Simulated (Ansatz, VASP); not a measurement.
# One calculation of Sn, two programs

INCAR

```
ALGO = Normal
EDIFF = 1E-6
ENCUT = 520
GGA = PS
ISIF = 2
ISMEAR = 0
LASPH = T
LCHARG = T
LELF = T
LREAL = F
LVHAR = T
LWAVE = F
NBANDS = 21
NELM = 60
PREC = Accurate
SIGMA = 0.15
```

Contents of KPOINTS:

```
k-points
0
Gamma
  10 10 10
```

POSCAR

```
Sn
1.0
    0.0000000000      3.2707792878      3.2707792878
    3.2707792878      0.0000000000      3.2707792878
    3.2707792878      3.2707792878      0.0000000000
Sn
2
Direct
    0.5000000000      0.5000000000      0.5000000000
    0.7500000000      0.7500000000      0.7500000000
```

Input for Ansatz:

```yaml
crystal:
  lattice:
    - [0.0, 3.2707792878, 3.2707792878]
    - [3.2707792878, 0.0, 3.2707792878]
    - [3.2707792878, 3.2707792878, 0.0]
  atoms:
    - { symbol: Sn, position: [0.5, 0.5, 0.5] }
    - { symbol: Sn, position: [0.75, 0.75, 0.75] }
basis:
  ecutwfc: 420
kpoints:
  mp_grid: { grid: [10, 10, 10] }
hamiltonian:
  xc: pbesol
scf:
  occupations: { method: gaussian, width: 0.15 }
output:
  forces: true
  stress: true
  eigenvalues: true
```

Alike in both runs: task single point; functional PBEsol; k mesh 10 × 10 × 10; occupations gaussian, width 0.15 eV; no spin polarisation.

```csv
,VASP,Ansatz
version,VASP 6.6.1,Ansatz 0.2.0
potentials or method,"VASP PAW PBE potentials, release 64 (Sn_d), cutoff 520 eV","scalar-relativistic, plane waves, PAW"
valence electrons in the cell,28,28
```

```tsv
	VASP	Ansatz	Ansatz less VASP
gap on the k mesh at the Fermi level (eV)	none	none	-
pressure (GPa)	-0.1	0.0	+0.06
```

VASP's potentials were made for PBE, not for PBEsol. A gap of «none» marks a metal or a gap that the smearing closes. With one functional, cell and mesh, what is left measures potentials, basis and numerics.
